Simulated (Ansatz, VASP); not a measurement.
## One calculation of InSb, two programs

```xyz
2
Lattice="0.0000 3.3188 3.3188 3.3188 0.0000 3.3188 3.3188 3.3188 0.0000" Properties=species:S:1:pos:R:3 pbc="T T T"
In    0.0000    0.0000    0.0000
Sb    1.6594    1.6594    1.6594
```

Alike in both runs: task single point; functional PBE; k mesh 9 × 9 × 9; occupations gaussian, width 0.2 eV; no spin polarisation.

|  | VASP | Ansatz |
| --- | --- | --- |
| version | VASP 6.6.1 | Ansatz 0.2.0 |
| potentials or method | VASP PAW PBE potentials, release 64 (In_d, Sb), cutoff 520 eV | all-electron LAPW, scalar-relativistic |

Ansatz gave:

```
pressure (GPa) : 0.0
```

Problem. Which values does VASP return?

Solution. Pressure (GPa): -0.1.

Ansatz ran all-electron here, and VASP with PAW potentials.

Spin-orbit coupling is off throughout.
